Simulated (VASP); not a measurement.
# Fe (P6_3/mmc) in VASP: a series of runs

The runs below take Fe through relaxation of cell and atoms, single point, with r2SCAN.

Everything below comes from runs of VASP 6.6.1. Logs are shortened: lines on timing, memory, paths and dates and some standing lists are left out, and cuts for length are marked.

### Step 1. The cell of the first run

It takes space group P6_3/mmc (No. 194, hexagonal). The conventional cell has a = 3.668 Å, b = 3.668 Å, c = 4.232 Å, α = 90.00°, β = 90.00°, γ = 120.00°. Fe (site symmetry -6m2) has 5 Fe at 2.12 Å within 2.8 Å. Within 2.8 Å of Fe (site symmetry -6m2) lie 3 Fe at 2.12 Å.

### Step 2. Relaxation of cell and atoms, r2SCAN

The input, POSCAR:

```
Fe
1.0
    3.6675827858      0.0000000000      0.0000000000
   -1.8337913929      3.1762198630      0.0000000000
    0.0000000000      0.0000000000      4.2321003042
Fe
4
Direct
    0.0000000000      0.0000000000      0.2500000000
    0.0000000000      0.0000000000      0.7500000000
    0.3333333333      0.6666666667      0.7500000000
    0.6666666667      0.3333333333      0.2500000000
```

The input, INCAR.step1:

```
PREC = Accurate
ENCUT = 600
ISMEAR = 0
SIGMA = 0.1
LREAL = F
LASPH = T
NELM = 100
GGA = PE
ALGO = Normal
EDIFF = 1E-4
LWAVE = T
LCHARG = F
```

The input, INCAR.step2:

```
PREC = Accurate
ENCUT = 600
EDIFF = 1E-7
ISMEAR = 0
SIGMA = 0.1
LREAL = F
LASPH = T
NELM = 100
ALGO = Normal
ISIF = 3
LWAVE = F
LCHARG = F
METAGGA = R2SCAN
LMIXTAU = T
IBRION = 2
NSW = 90
EDIFFG = -0.04
ISTART = 1
```

The input, KPOINTS:

```
regular mesh
0
Gamma
  6 6 4
```

Potentials or basis: VASP PAW PBE potentials, release 64 (Fe).

Run with:

```
> cat potpaw_PBE.64/Fe/POTCAR > POTCAR
> cp INCAR.step1 INCAR
> mpirun -np 1 vasp_std > vasp.out
> cp INCAR.step2 INCAR
> mpirun -np 1 vasp_std > vasp.out
```

OUTCAR:

```text
PREC = Accurate
   ENCUT = 600
   EDIFF = 1E-7
   ISMEAR = 0
   LREAL = F
   LASPH = T
   NELM = 100
   ISIF = 3
   METAGGA = R2SCAN
   IBRION = 2
   NSW = 90
   EDIFFG = -0.04
   ISTART = 1

 ion  position               nearest neighbor table
   1  0.000  0.000  0.250-   2 2.12   2 2.12   4 2.12   4 2.12   4 2.12   3 2.99   3 2.99   3 2.99
                             3 2.99   3 2.99   3 2.99
   2  0.000  0.000  0.750-   1 2.12   1 2.12   3 2.12   3 2.12   3 2.12   4 2.99   4 2.99   4 2.99
                             4 2.99   4 2.99   4 2.99
   3  0.333  0.667  0.750-   2 2.12   2 2.12   2 2.12   1 2.99   1 2.99   4 2.99   4 2.99   4 2.99
                             4 2.99   1 2.99   1 2.99   1 2.99   1 2.99   4 2.99   4 2.99
   4  0.667  0.333  0.250-   1 2.12   1 2.12   1 2.12   3 2.99   2 2.99   2 2.99   3 2.99   3 2.99
                             3 2.99   2 2.99   2 2.99   2 2.99   2 2.99   3 2.99   3 2.99

  LATTYP: Found a hexagonal cell.
 ALAT       =     3.6675827858
 C/A-ratio  =     1.1539208660

  Lattice vectors:

 A1 = (   3.6675827858,   0.0000000000,   0.0000000000)
 A2 = (  -1.8337913929,   3.1762198630,   0.0000000000)
 A3 = (   0.0000000000,   0.0000000000,   4.2321003042)

Analysis of symmetry for initial positions (statically):
=====================================================================
 Subroutine PRICEL returns:
 Original cell was already a primitive cell.

 Routine SETGRP: Setting up the symmetry group for a
 hexagonal supercell.

 Subroutine GETGRP returns: Found 24 space group operations
 (whereof 12 operations were pure point group operations)
 out of a pool of 24 trial point group operations.

The static configuration has the point symmetry D_3d.
 The point group associated with its full space group is D_6h.

Analysis of symmetry for dynamics (positions and initial velocities):
=====================================================================
 Subroutine PRICEL returns:
 Original cell was already a primitive cell.

 Routine SETGRP: Setting up the symmetry group for a
 hexagonal supercell.

 Subroutine GETGRP returns: Found 24 space group operations
 (whereof 12 operations were pure point group operations)
 out of a pool of 24 trial point group operations.

The dynamic configuration has the point symmetry D_3d.
 The point group associated with its full space group is D_6h.

 Subroutine INISYM returns: Found 24 space group operations
 (whereof 12 operations are pure point group operations),
 and found     1 'primitive' translations

----------------------------------------------------------------------------------------
[... 85 lines left out ...]
   ISTART =      1    job   : 0-new  1-cont  2-samecut
   ICHARG =      0    charge: 1-file 2-atom 10-const
   ISPIN  =      1    spin polarized calculation?
   LNONCOLLINEAR =      F non collinear calculations
   LSORBIT =      F    spin-orbit coupling
   LASPH  =      T    aspherical Exc in radial PAW
   ENCUT  =  600.0 eV  44.10 Ry    6.64 a.u.   7.33  7.33  8.45*2*pi/ulx,y,z
   NELM   =    100;   NELMIN=  2; NELMDL=  0     # of ELM steps
   EDIFF  = 0.1E-06   stopping-criterion for ELM
   LREAL  =      F    real-space projection
   EDIFFG = -.4E-01   stopping-criterion for IOM
   NSW    =     90    number of steps for IOM
   IBRION =      2    ionic relax: 0-MD 1-quasi-New 2-CG
   NFREE  =      1    steps in history (QN), initial steepest desc. (CG)
   ISIF   =      3    stress and relaxation
   ISYM   =      2    0-nonsym 1-usesym 2-fastsym
   POTIM  = 0.5000    time-step for ionic-motion
   TEBEG  =    0.0;   TEEND  =   0.0 temperature during run
   PSTRESS=    0.0 pullay stress
   NELECT =      32.0000    total number of electrons
   NUPDOWN=      -1.0000    fix difference up-down
   EMIN   =  10.00;   EMAX   =-10.00  energy-range for DOS
   EFERMI =   0.00;   METHOD = LEGACY
   ISMEAR =     0;   SIGMA  =   0.10  broadening in eV -4-tet -1-fermi 0-gaus
   EFERMI_NEDOS =   21; number of points for ismear=-14 and -15
   IALGO  =     38    algorithm
   IMIX   =      4    mixing-type and parameters
     AMIX     =   0.40;   BMIX     =  1.00
     AMIX_MAG =   1.60;   BMIX_MAG =  1.00
  volume/ion in A,a.u.               =      12.32        83.17
  Fermi-wavevector in a.u.,A,eV,Ry     =   1.417455  2.678602 27.336544  2.009179
  Thomas-Fermi vector in A             =   2.538684
   LORBIT       =      0    0 simple, 1 ext, 2 COOP (PROOUT), +10 PAW based schemes
   METAGGA = R2SCAN    functional components
   LHFCALC =     F    Hartree Fock is set to
   AEXX    =    0.0000 exact exchange contribution
   IVDW    =     0    specifies the selected vdW correction
   LEPSILON=     F    determine dielectric tensor
   LRPA    =     F    only Hartree local field effects (RPA)
 conjugate gradient relaxation of ions
 non-spin polarized calculation
 Gauss-broadening in eV      SIGMA  =   0.10
  energy-cutoff  :      600.00
  volume of cell :       49.30
 maximum number of plane-waves:      1667
 NGX is ok and might be reduce to    30
   NGX = 15   NGY = 15   NGZ = 17

--------------------------------------- Ionic step        1  -------------------------------------------

 number of electron      32.0000017 magnetization

 Free energy of the ion-electron system (eV)
  ---------------------------------------------------
  ext. energy  EPLUGINS =         0.00000000
  ---------------------------------------------------
  free energy    TOTEN  =       -50.35225177 eV

  energy without entropy =      -50.29470370  energy(sigma->0) =      -50.32347773

------------------------ aborting loop because EDIFF is reached ----------------------------------------

  FORCE on cell =-STRESS in cart. coord.  units (eV):
  Direction    XX          YY          ZZ          XY          YZ          ZX
  --------------------------------------------------------------------------------------
  -------------------------------------------------------------------------------------
  Total       -0.1895895     -0.1895895     -0.4451982      0.0000000     -0.0000000      0.0000000
  in kB       -6.1613874     -6.1613874    -14.4683005      0.0000000     -0.0000000      0.0000000
  external PRESSURE =      -8.9303585 kB  Pullay stress =       0.0000000 kB
[... 63 lines left out ...]
--------------------------------------- Ionic step        3  -------------------------------------------

 number of electron      32.0000019 magnetization

 Free energy of the ion-electron system (eV)
  ---------------------------------------------------
  ext. energy  EPLUGINS =         0.00000000
  ---------------------------------------------------
  free energy    TOTEN  =       -50.35313822 eV

  energy without entropy =      -50.29614347  energy(sigma->0) =      -50.32464084

 E-fermi :   5.3307     XC(G=0): -13.5012

 val. band max:        5.3286983340   @ k =   0.3333  -0.0000   0.5000
 cond. band min:       5.3488171400   @ k =   0.3333  -0.0000   0.5000
 fundamental gap:      0.0201188060
 Fermi energy:         5.3307097240

 k-point     1 :       0.0000    0.0000    0.0000
  band No.  band energies     occupation
      1      -3.0885      2.00000
      2       0.7296      2.00000
      3       1.2373      2.00000
      4       1.3149      2.00000
      5       1.3149      2.00000
      6       2.6392      2.00000
[... 503 lines left out ...]
  FREE ENERGIE OF THE ION-ELECTRON SYSTEM (eV)
  ---------------------------------------------------
  free  energy   TOTEN  =       -50.3531382219 eV

  energy  without entropy=      -50.2961434673  energy(sigma->0) =      -50.32464084

 reached required accuracy - stopping structural energy minimisation
```

OUTCAR.step1:

```text
PREC = Accurate
   ENCUT = 600
   ISMEAR = 0
   LREAL = F
[... 713 lines left out ...]
      0.00000      0.00000      1.05803        -0.000000     -0.000000     -0.000000
      0.00000      0.00000      3.17408        -0.000000      0.000000     -0.000000
     -0.00000      2.11748      3.17408        -0.000000      0.000000      0.000000
      1.83379      1.05874      1.05803         0.000000     -0.000000     -0.000000
 -----------------------------------------------------------------------------------
    total drift:                                0.000000     -0.000000     -0.000000

  FREE ENERGIE OF THE ION-ELECTRON SYSTEM (eV)
  ---------------------------------------------------
  free  energy   TOTEN  =       -28.2921343529 eV

  energy  without entropy=      -28.2399218756  energy(sigma->0) =      -28.26602811
```

OSZICAR.step1:

```text
N       E                     dE             d eps       ncg     rms          rms(c)
DAV:   1     0.239085212299E+03    0.23909E+03   -0.15291E+04   840   0.224E+03
DAV:   2    -0.927970494864E+01   -0.24836E+03   -0.23935E+03   840   0.416E+02
DAV:   3    -0.307132278265E+02   -0.21434E+02   -0.19647E+02  1296   0.141E+02
DAV:   4    -0.321098646889E+02   -0.13966E+01   -0.13119E+01  1252   0.369E+01
DAV:   5    -0.322034750579E+02   -0.93610E-01   -0.82095E-01  1220   0.533E+00    0.203E+01
DAV:   6    -0.358667508869E+02   -0.36633E+01   -0.82573E+01  1320   0.134E+02    0.344E+01
DAV:   7    -0.322502765119E+02    0.36165E+01   -0.74657E+01  1452   0.157E+02    0.278E+01
DAV:   8    -0.284784940994E+02    0.37718E+01   -0.25488E+01  1396   0.759E+01    0.551E+00
DAV:   9    -0.283233614744E+02    0.15513E+00   -0.79540E-01  1176   0.146E+01    0.212E+00
DAV:  10    -0.282939454567E+02    0.29416E-01   -0.15319E-01  1252   0.489E+00    0.729E-01
DAV:  11    -0.282921553047E+02    0.17902E-02   -0.91976E-03  1272   0.110E+00    0.134E-01
DAV:  12    -0.282921343529E+02    0.20952E-04   -0.68897E-04   928   0.368E-01
   1 F= -.28292134E+02 E0= -.28266028E+02  d E =-.522125E-01
```

Run time: 2.6 min. Hardware: 1 thread of Intel Xeon 6975P-C (Granite Rapids), shared host; peak memory 0.19 GiB.

What came out:

| Quantity | Value |
| --- | --- |
| Free energy | -50.3531 eV |
| Relaxed volume | 12.26 Å³/atom |
| Relaxed cell | a = 3.663 Å, b = 3.663 Å, c = 4.220 Å, α = 90.00°, β = 90.00°, γ = 120.00° |
| Space group after relaxing (to 0.05 Å) | P6_3/mmc (No. 194) |
| Energy gained by relaxing | 0.2 meV/atom |
| Ionic steps | 3 |
| Pressure after relaxing | 0.2 GPa |

Step by step:
| step | energy change (eV) | largest force (eV/Å) | pressure (GPa) | volume (Å³) |
| --- | --- | --- | --- | --- |
| 1 | 0.0000 | 0.0000 | -0.89 | 49.30 |
| 2 | -0.0002 | 0.0000 | 1.10 | 48.81 |
| 3 | -0.0009 | 0.0000 | 0.17 | 49.04 |

Final structure:
```
Fe
1.0
     3.66305    0.00000    0.00000
    -1.83153    3.17230    0.00000
     0.00000    0.00000    4.21982
Fe
4
Cartesian
  0.0000 0.0000 1.0550
  0.0000 0.0000 3.1649
  0.0000 2.1149 3.1649
  1.8315 1.0574 1.0550
```

Levels at points of the mesh, in eV from the Fermi level:
```tsv
k point	band 12	band 13	band 14	band 15	band 16	band 17	band 18	band 19	band 20
(0.00, 0.00, 0.00)	-1.56	-1.56	-1.33	-1.33	-0.64	-0.24	0.26	0.26	0.48
(0.50, 0.00, 0.00)	-1.90	-0.81	-0.28	-0.21	0.29	0.52	0.58	0.68	0.87
(0.00, 0.00, 0.50)	-2.20	-1.14	-1.14	-1.14	-1.14	-0.29	-0.29	-0.04	-0.04
(0.50, 0.00, 0.50)	-2.57	-1.12	-1.12	0.22	0.22	0.32	0.32	0.63	0.63
```

Caveat: the k points lie up to 0.37 Å⁻¹ apart in the final cell; the bands computed are all filled at some k points, so no gap is given; the PAW data sets were made with another functional, which shifts forces and pressure a little; the run has no spin polarisation, though such a crystal can be magnetic.

### Step 3. Single point, r2SCAN

This run uses another cell than the first one, of 12.28 Å³/atom, 0.997 times its volume.

The input, POSCAR:

```
Fe
1.0
    3.6714202709      0.0000000000      0.0000000000
   -1.8357101354      3.1795432225      0.0000000000
    0.0000000000      0.0000000000      4.2095415749
Fe
4
Direct
    0.0000000000      0.0000000000      0.2500000000
    0.0000000000      0.0000000000      0.7500000000
    0.3333333333      0.6666666667      0.7500000000
    0.6666666667      0.3333333333      0.2500000000
```

The input, INCAR.step1:

```
PREC = Accurate
ENCUT = 520
ISMEAR = 0
SIGMA = 0.1
LREAL = F
LASPH = T
NELM = 100
NBANDS = 24
GGA = PE
ALGO = Normal
EDIFF = 1E-4
LWAVE = T
LCHARG = F
```

The input, INCAR.step2:

```
PREC = Accurate
ENCUT = 520
EDIFF = 1E-6
ISMEAR = 0
SIGMA = 0.1
LREAL = F
LASPH = T
NELM = 100
ALGO = Normal
ISIF = 2
LWAVE = F
LCHARG = F
METAGGA = R2SCAN
LMIXTAU = T
NBANDS = 24
ISTART = 1
```

The input, KPOINTS:

```
regular mesh
0
Gamma
  15 15 12
```

Potentials or basis: VASP PAW PBE potentials, release 64 (Fe).

Run with:

```
> cat potpaw_PBE.64/Fe/POTCAR > POTCAR
> cp INCAR.step1 INCAR
> mpirun -np 1 vasp_std > vasp.out
> cp INCAR.step2 INCAR
> mpirun -np 1 vasp_std > vasp.out
```

Run time: 4.9 min. Hardware: 1 thread of Intel Xeon 6975P-C (Granite Rapids), shared host; peak memory 0.29 GiB.

It converged, with:

```yaml
Free_energy: -50.3715 eV
Pressure: -0.4 GPa
Band_gap_on_the_k_mesh: zero (band 16 reaches 5.70 eV, above the bottom of band 17 at 4.66 eV)
```

Stress tensor (GPa, compression positive):
```
-0.63  0.00  0.00
 0.00 -0.63  0.00
 0.00  0.00  0.18
```

Levels at points of the mesh, in eV from the Fermi level:
```tsv
k point	band 12	band 13	band 14	band 15	band 16	band 17	band 18	band 19	band 20	band 21
(0.00, 0.00, 0.00)	-1.53	-1.53	-1.30	-1.30	-0.64	-0.17	0.28	0.28	0.53	0.53
(0.00, 0.00, 0.50)	-2.18	-1.10	-1.10	-1.10	-1.10	-0.30	-0.30	-0.02	-0.02	-0.02
```

Caveat: the PAW data sets were made with another functional, which shifts forces and pressure a little; the run has no spin polarisation, though such a crystal can be magnetic.
